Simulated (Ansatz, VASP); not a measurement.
# TiAl3: VASP beside Ansatz

```
CELL_PARAMETERS angstrom
-1.90760 1.90760 4.27663
1.90760 -1.90760 4.27663
1.90760 1.90760 -4.27663
ATOMIC_POSITIONS crystal
Ti 0.00000 0.00000 0.00000
Al 0.50000 0.50000 0.00000
Al 0.75000 0.25000 0.50000
Al 0.25000 0.75000 0.50000
```

Alike in both runs: functional PBEsol; k mesh 16 × 16 × 16; occupations gaussian, width 0.1 eV; no spin polarisation.

Ansatz relaxed the structure, and its values are those at the end. VASP's run is a single point on that final structure, the one shown.

|  | VASP | Ansatz |
| --- | --- | --- |
| version | VASP 6.6.1 | Ansatz 0.2.0 |
| potentials or method | VASP PAW PBE potentials, release 64 (Ti_sv, Al), cutoff 520 eV | scalar-relativistic, plane waves, PAW |
| valence electrons in the cell | 21 | 21 |

VASP gave:

* gap on the k mesh at the Fermi level (eV): none
* pressure (GPa): 0.1

Question: Estimate Ansatz's values.

Answer: gap on the k mesh at the Fermi level (eV): none; pressure (GPa): 0.0.

VASP's potentials were made for PBE, not for PBEsol, and Ansatz warns of the same on its side. A gap of «none» marks a metal or a gap that the smearing closes. The functional is the same, so the differences come from potentials, cutoffs and numerics.
